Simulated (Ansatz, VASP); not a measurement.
ZnAu: VASP beside Ansatz

```xyz
2
Lattice="3.1678 0.0000 0.0000 0.0000 3.1678 0.0000 0.0000 0.0000 3.1678" Properties=species:S:1:pos:R:3 pbc="T T T"
Zn    1.5839    1.5839    1.5839
Au    0.0000    0.0000    0.0000
```

Change from the starting cell: volume scaled by 1.02.

Alike in both runs: task single point; functional PBEsol; k mesh 13 × 13 × 13; occupations fermi-dirac, width 0.05 eV; no spin polarisation.

|  | VASP | Ansatz |
| --- | --- | --- |
| version | VASP 6.6.1 | Ansatz 0.2.0 |
| potentials or method | VASP PAW PBE potentials, release 64 (Zn, Au), cutoff 520 eV | all-electron LAPW, scalar-relativistic |

VASP gave:

* pressure (GPa): -4.7

Task: Estimate Ansatz's values.

Result: Pressure (GPa): -4.8.

VASP's potentials were made for PBE, not for PBEsol. Ansatz ran all-electron here, and VASP with PAW potentials.

Neither program's run includes spin-orbit coupling.
